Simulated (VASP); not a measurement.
# C in VASP: settings compared

C is run at these levels: r2SCAN, LDA; tasks: electric field gradients.

Program: VASP 6.6.1. These are calculated values, not measurements. Logs are shortened: lines on timing, memory, paths and dates and some standing lists are left out, and cuts for length are marked.

### 1 The cell of the first run

It takes space group C2/m (No. 12, monoclinic). The conventional cell has a = 4.361 Å, b = 2.518 Å, c = 2.518 Å, α = 90.00°, β = 125.26°, γ = 90.00°. C (site symmetry m) has 4 C at 1.52 to 1.57 Å within 2.0 Å.

### 2 Electric field gradients, r2SCAN (atom 2 (C) moved by [0.021213, 0.021213, 0.0] A)

POSCAR

```
C
1.0
    0.0000000000      1.7803725545      1.7803725545
    1.7803725545      0.0000000000      1.7803725545
    1.7803725545      1.7803725545      0.0000000000
C
2
Direct
    0.0000000000      0.0000000000      0.0000000000
    0.2500000000      0.2500000000      0.2619149219
```

INCAR.step1

```
SYSTEM = C
ALGO = Normal
EDIFF = 1E-4
ENCUT = 520
GGA = PE
ISMEAR = -1
LASPH = .TRUE.
LCHARG = .FALSE.
LREAL = .FALSE.
LWAVE = .TRUE.
NBANDS = 11
NELM = 60
PREC = Accurate
SIGMA = 0.03
```

INCAR.step2

```
SYSTEM = C
ALGO = Normal
EDIFF = 1E-8
ENCUT = 520
ISIF = 2
ISMEAR = -1
ISTART = 1
LASPH = .TRUE.
LCHARG = .FALSE.
LEFG = .TRUE.
LMIXTAU = .TRUE.
LREAL = .FALSE.
LWAVE = .FALSE.
METAGGA = R2SCAN
NBANDS = 11
NELM = 60
PREC = Accurate
SIGMA = 0.03
```

KPOINTS

```
k-points
0
G
  14 14 14
  0 0 0
```

Potentials or basis: VASP PAW PBE potentials, release 64 (C).

On the command line:

```console
$ cat potpaw_PBE.64/C/POTCAR > POTCAR
$ cp INCAR.step1 INCAR
$ mpirun -np 1 vasp_std > vasp.out
$ cp INCAR.step2 INCAR
$ mpirun -np 1 vasp_std > vasp.out
```

OUTCAR:

```text
SYSTEM = C
   EDIFF = 1E-8
   ENCUT = 520
   ISIF = 2
   ISMEAR = -1
   ISTART = 1
   LASPH = .TRUE.
   LREAL = .FALSE.
   METAGGA = R2SCAN
   NELM = 60
   PREC = Accurate

 ion  position               nearest neighbor table
   1  0.000  0.000  0.000-   2 1.52   2 1.54   2 1.54   2 1.57
   2  0.250  0.250  0.262-   1 1.52   1 1.54   1 1.54   1 1.57

  LATTYP: Found a face centered cubic cell.
 ALAT       =     3.5607451090

  Lattice vectors:

 A1 = (   0.0000000000,   1.7803725545,   1.7803725545)
 A2 = (   1.7803725545,   0.0000000000,   1.7803725545)
 A3 = (   1.7803725545,   1.7803725545,   0.0000000000)

Analysis of symmetry for initial positions (statically):
=====================================================================
 Subroutine PRICEL returns:
 Original cell was already a primitive cell.

 Routine SETGRP: Setting up the symmetry group for a
 face centered cubic supercell.

 Subroutine GETGRP returns: Found  4 space group operations
 (whereof  2 operations were pure point group operations)
 out of a pool of 48 trial point group operations.

The static configuration has the point symmetry C_1h.
 The point group associated with its full space group is C_2h.

Analysis of symmetry for dynamics (positions and initial velocities):
=====================================================================
 Subroutine PRICEL returns:
 Original cell was already a primitive cell.

 Routine SETGRP: Setting up the symmetry group for a
 face centered cubic supercell.

 Subroutine GETGRP returns: Found  4 space group operations
 (whereof  2 operations were pure point group operations)
 out of a pool of 48 trial point group operations.

The dynamic configuration has the point symmetry C_1h.
 The point group associated with its full space group is C_2h.

 Subroutine INISYM returns: Found  4 space group operations
 (whereof  2 operations are pure point group operations),
 and found     1 'primitive' translations

----------------------------------------------------------------------------------------

                                     Primitive cell

  volume of cell :      11.2866

  direct lattice vectors                    reciprocal lattice vectors
     0.000000000  1.780372554  1.780372554    -0.280840096  0.280840096  0.280840096
     1.780372554  0.000000000  1.780372554     0.280840096 -0.280840096  0.280840096
     1.780372554  1.780372554  0.000000000     0.280840096  0.280840096 -0.280840096

  length of vectors
     2.517827013  2.517827013  2.517827013     0.486429316  0.486429316  0.486429316

  position of ions in fractional coordinates (direct lattice)
     0.000000000  0.000000000  0.000000000
     0.250000000  0.250000000  0.261914922

  ion indices of the primitive-cell ions
   primitive index   ion index
                 1           1
                 2           2

----------------------------------------------------------------------------------------

 KPOINTS: k-points

Automatic generation of k-mesh.
 Grid dimensions read from file:
 generate k-points for:   14   14   14

 Generating k-lattice:

  Cartesian coordinates                     Fractional coordinates (reciprocal lattice)
    -0.020060007  0.020060007  0.020060007     0.071428571  0.000000000  0.000000000
     0.020060007 -0.020060007  0.020060007     0.000000000  0.071428571  0.000000000
     0.020060007  0.020060007 -0.020060007     0.000000000  0.000000000  0.071428571

  Length of vectors
     0.034744951  0.034744951  0.034744951

  Shift w.r.t. Gamma in fractional coordinates (k-lattice)
     0.000000000  0.000000000  0.000000000

 Subroutine IBZKPT returns following result:
 ===========================================

 Found    744 irreducible k-points:

 Following reciprocal coordinates:
            Coordinates               Weight
  0.000000  0.000000  0.000000      1.000000
  0.071429  0.000000  0.000000      4.000000
  0.000000  0.000000  0.071429      2.000000
  0.071429  0.071429  0.071429      2.000000
  0.142857  0.000000  0.000000      4.000000
  0.000000  0.000000  0.142857      2.000000
[... 16 lines left out ...]
  0.071429  0.071429  0.000000      2.000000
  0.000000  0.071429  0.071429      4.000000
 [... further k-points ...]
   k-points           NKPTS =    744   k-points in BZ     NKDIM =    744   number of bands    NBANDS=     11
   number of dos      NEDOS =    301   number of ions     NIONS =      2
   total plane-waves  NPLWV =   8000
   dimension x,y,z NGX =    20 NGY =   20 NGZ =   20
   dimension x,y,z NGXF=    40 NGYF=   40 NGZF=   40
   ions per type =               2
   NGX,Y,Z   is equivalent  to a cutoff of  13.21, 13.21, 13.21 a.u.
   NGXF,Y,Z  is equivalent  to a cutoff of  26.41, 26.41, 26.41 a.u.
 SYSTEM =  C
   PREC   = accura    normal or accurate (medium, high low for compatibility)
   ISTART =      1    job   : 0-new  1-cont  2-samecut
   ICHARG =      0    charge: 1-file 2-atom 10-const
   ISPIN  =      1    spin polarized calculation?
   LNONCOLLINEAR =      F non collinear calculations
   LSORBIT =      F    spin-orbit coupling
   LASPH  =      T    aspherical Exc in radial PAW
   ENCUT  =  520.0 eV  38.22 Ry    6.18 a.u.   4.68  4.68  4.68*2*pi/ulx,y,z
   NELM   =     60;   NELMIN=  2; NELMDL=  0     # of ELM steps
   EDIFF  = 0.1E-07   stopping-criterion for ELM
   LREAL  =      F    real-space projection
   EDIFFG = 0.1E-06   stopping-criterion for IOM
   NSW    =      0    number of steps for IOM
   IBRION =     -1    ionic relax: 0-MD 1-quasi-New 2-CG
   NFREE  =      0    steps in history (QN), initial steepest desc. (CG)
   ISIF   =      2    stress and relaxation
   ISYM   =      2    0-nonsym 1-usesym 2-fastsym
   POTIM  = 0.5000    time-step for ionic-motion
   TEBEG  =    0.0;   TEEND  =   0.0 temperature during run
   PSTRESS=    0.0 pullay stress
   NELECT =       8.0000    total number of electrons
   NUPDOWN=      -1.0000    fix difference up-down
   EMIN   =  10.00;   EMAX   =-10.00  energy-range for DOS
   EFERMI =   0.00;   METHOD = LEGACY
   ISMEAR =    -1;   SIGMA  =   0.03  broadening in eV -4-tet -1-fermi 0-gaus
   EFERMI_NEDOS =   21; number of points for ismear=-14 and -15
   IALGO  =     38    algorithm
   IMIX   =      4    mixing-type and parameters
     AMIX     =   0.40;   BMIX     =  1.00
     AMIX_MAG =   1.60;   BMIX_MAG =  1.00
  volume/ion in A,a.u.               =       5.64        38.08
  Fermi-wavevector in a.u.,A,eV,Ry     =   1.459656  2.758350 28.988525  2.130596
  Thomas-Fermi vector in A             =   2.576198
   LORBIT       =      0    0 simple, 1 ext, 2 COOP (PROOUT), +10 PAW based schemes
   METAGGA = R2SCAN    functional components
   LHFCALC =     F    Hartree Fock is set to
   AEXX    =    0.0000 exact exchange contribution
   IVDW    =     0    specifies the selected vdW correction
   LEPSILON=     F    determine dielectric tensor
   LRPA    =     F    only Hartree local field effects (RPA)
 non-spin polarized calculation
  energy-cutoff  :      520.00
  volume of cell :       11.29
 maximum number of plane-waves:       316
   NGX =  9   NGY =  9   NGZ =  9

 number of electron       8.0000000 magnetization

 Free energy of the ion-electron system (eV)
  ---------------------------------------------------
  ext. energy  EPLUGINS =         0.00000000
  ---------------------------------------------------
  free energy    TOTEN  =       -19.63979621 eV

  energy without entropy =      -19.63979621  energy(sigma->0) =      -19.63979621

 E-fermi :  10.9015     XC(G=0): -14.2859

 val. band max:       10.2775726922   @ k =   0.0000   0.0000   0.0000
 cond. band min:      14.0997667906   @ k =   0.3571   0.3571   0.0000
 fundamental gap:      3.8221940984
 Fermi energy:        10.9014676754

 k-point     1 :       0.0000    0.0000    0.0000
  band No.  band energies     occupation
      1     -12.9811      2.00000
      2       9.3004      2.00000
      3       9.7936      2.00000
      4      10.2776      2.00000
      5      15.2152      0.00000
      6      15.6217      0.00000
      7      16.0638      0.00000
      8      23.7213      0.00000
      9      30.2420      0.00000
     10      37.2300      0.00000
     11      37.2334      0.00000

 k-point     2 :       0.0714    0.0000    0.0000
  band No.  band energies     occupation
      1     -12.8329      2.00000
      2       8.6795      2.00000
      3       9.2204      2.00000
      4       9.9357      2.00000
      5      15.5861      0.00000
      6      16.1180      0.00000
      7      16.4910      0.00000
      8      23.8685      0.00000
      9      30.4981      0.00000
     10      35.4425      0.00000
     11      35.5342      0.00000

 k-point     3 :       0.0000    0.0000    0.0714
  band No.  band energies     occupation
      1     -12.8329      2.00000
      2       8.3988      2.00000
      3       9.5153      2.00000
      4       9.9583      2.00000
      5      15.6004      0.00000
      6      15.9960      0.00000
      7      16.5733      0.00000
      8      23.8802      0.00000
      9      30.4859      0.00000
     10      35.3870      0.00000
     11      35.4448      0.00000

 k-point     4 :       0.0714    0.0714    0.0714
  band No.  band energies     occupation
      1     -12.8328      2.00000
      2       8.9673      2.00000
      3       9.2647      2.00000
      4       9.5470      2.00000
      5      15.9040      0.00000
      6      15.9342      0.00000
      7      16.3993      0.00000
      8      23.8571      0.00000
      9      30.5160      0.00000
     10      35.5348      0.00000
     11      35.5826      0.00000
[... 239 lines left out ...]
 k-point    22 :       0.5000    0.5000    0.5000
  band No.  band energies     occupation
      1      -7.0835      2.00000
      2      -4.1342      2.00000
      3       6.5532      2.00000
      4       6.9260      2.00000
      5      18.2783      0.00000
      6      18.7681      0.00000
      7      19.0763      0.00000
      8      26.2743      0.00000
      9      33.5483      0.00000
     10      35.0636      0.00000
     11      37.1337      0.00000

 k-point    23 :       0.0714    0.0714    0.0000
  band No.  band energies     occupation
      1     -12.7835      2.00000
      2       8.6986      2.00000
      3       9.0390      2.00000
      4       9.6227      2.00000
      5      15.3457      0.00000
      6      16.5556      0.00000
      7      16.7154      0.00000
      8      23.8592      0.00000
      9      30.5960      0.00000
     10      33.7165      0.00000
     11      37.4816      0.00000

 k-point    24 :       0.0000    0.0714    0.0714
  band No.  band energies     occupation
      1     -12.7835      2.00000
      2       8.6634      2.00000
      3       9.1396      2.00000
      4       9.5504      2.00000
      5      15.4020      0.00000
      6      16.3797      0.00000
      7      16.8428      0.00000
      8      23.8591      0.00000
      9      30.5915      0.00000
     10      33.7254      0.00000
     11      37.4805      0.00000

 [... further k-points ...]

------------------------ aborting loop because EDIFF is reached ----------------------------------------

  FORCE on cell =-STRESS in cart. coord.  units (eV):
  Direction    XX          YY          ZZ          XY          YZ          ZX
  --------------------------------------------------------------------------------------
  -------------------------------------------------------------------------------------
  Total        0.0858510      0.0858510      0.0937720      0.0218210     -0.0539586     -0.0539585
  in kB       12.1869013     12.1869013     13.3113123      3.0975800     -7.6596375     -7.6596366
  external PRESSURE =      12.5617050 kB  Pullay stress =       0.0000000 kB

 VOLUME and BASIS-vectors are now :
 -----------------------------------------------------------------------------
  energy-cutoff  :      520.00
  volume of cell :       11.29
      direct lattice vectors                 reciprocal lattice vectors
     0.000000000  1.780372554  1.780372554    -0.280840096  0.280840096  0.280840096
     1.780372554  0.000000000  1.780372554     0.280840096 -0.280840096  0.280840096
     1.780372554  1.780372554  0.000000000     0.280840096  0.280840096 -0.280840096

 POSITION                                       TOTAL-FORCE (eV/Angst)
 -----------------------------------------------------------------------------------
      0.00000      0.00000      0.00000         0.823162      0.823162     -0.055249
      0.91140      0.91140      0.89019        -0.823162     -0.823162      0.055249
 -----------------------------------------------------------------------------------
    total drift:                               -0.000002     -0.000002     -0.000005

  FREE ENERGIE OF THE ION-ELECTRON SYSTEM (eV)
  ---------------------------------------------------
  free  energy   TOTEN  =       -19.6397962102 eV

  energy  without entropy=      -19.6397962102  energy(sigma->0) =      -19.63979621

 Electric field gradients (V/A^2)
---------------------------------------------------------------------
 ion       V_xx      V_yy      V_zz      V_xy      V_xz      V_yz
---------------------------------------------------------------------
   1       0.019     0.019    -0.038    -0.037     1.182     1.182
   2       0.019     0.019    -0.038    -0.037     1.183     1.183
---------------------------------------------------------------------

 Electric field gradients after diagonalization (V/A^2)
 (convention: |V_zz| > |V_xx| > |V_yy|)
----------------------------------------------------------------------
 ion       V_xx      V_yy      V_zz     asymmetry (V_yy - V_xx)/ V_zz
----------------------------------------------------------------------
   1       1.644     0.056    -1.700       0.934
   2       1.644     0.056    -1.700       0.934
----------------------------------------------------------------------

           NMR quadrupolar parameters

 Cq : quadrupolar parameter    Cq=e*Q*V_zz/h
 eta: asymmetry parameters     (V_yy - V_xx)/ V_zz
 Q  : nuclear electric quadrupole moment in mb (millibarn)
----------------------------------------------------------------------
 ion       Cq(MHz)       eta       Q (mb)
----------------------------------------------------------------------
   1      -0.004       0.934       1.000
   2      -0.004       0.934       1.000
----------------------------------------------------------------------
```

Run time: 2.4 min. Hardware: 1 thread of Intel Xeon 6975P-C (Granite Rapids), shared host; peak memory 0.18 GiB.

What came out:

```yaml
Free_energy: -19.6398 eV
Pressure: 1.3 GPa
Largest_force: 1.165 eV/Å
Band_gap_on_the_k_mesh: 3.82 eV, indirect (least direct gap 4.94 eV)
```

Forces on the atoms (eV/Å):
```
C    0.823  0.823 -0.055
C   -0.823 -0.823  0.055
```

Stress tensor (GPa, compression positive):
```
 1.22  0.31 -0.77
 0.31  1.22 -0.77
-0.77 -0.77  1.33
```

Electric field gradients, principal values (V/Å²):
```tsv
atom	least	middle	greatest (by size)
1 C	0.056	1.644	-1.700
2 C	0.056	1.644	-1.700
```

Caveat: the cell differs from its parent crystal (atom 2 (C) moved by [0.021213, 0.021213, 0.0] A); without QUAD_EFG the Cq values of the log hold for a quadrupole moment of 1 mb, not for the nuclei; the PAW data sets were made with another functional, which shifts forces and pressure a little.

(Part 1 of 2 ends here.)
